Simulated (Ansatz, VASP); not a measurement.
# AlCu in VASP and in Ansatz

```
Al Cu
1.0
     2.95600    0.00000    0.00000
     0.00000    2.95600    0.00000
     0.00000    0.00000    2.95600
Al Cu
1 1
Direct
  0.00000 0.00000 0.00000
  0.50000 0.50000 0.50000
```

Alike in both runs: functional PBEsol; k mesh 14 × 14 × 14; occupations gaussian, width 0.1 eV; no spin polarisation.

Ansatz relaxed the structure, and its values are those at the end. VASP's run is a single point on that final structure, the one shown.

|  | VASP | Ansatz |
| --- | --- | --- |
| version | VASP 6.6.1 | Ansatz 0.2.0 |
| potentials or method | VASP PAW PBE potentials, release 64 (Al, Cu), cutoff 520 eV | scalar-relativistic, plane waves, PAW |
| valence electrons in the cell | 14 | 22 |

```csv
,VASP,Ansatz,Ansatz less VASP
gap on the k mesh at the Fermi level (eV),none,none,-
pressure (GPa),0.8,0.0,-0.77
```

VASP's potentials were made for PBE, not for PBEsol. A gap of «none» marks a metal or a gap that the smearing closes. VASP's potentials hold 14 valence electrons a cell and Ansatz's 22, so a difference there can come from the potentials and not from the codes.
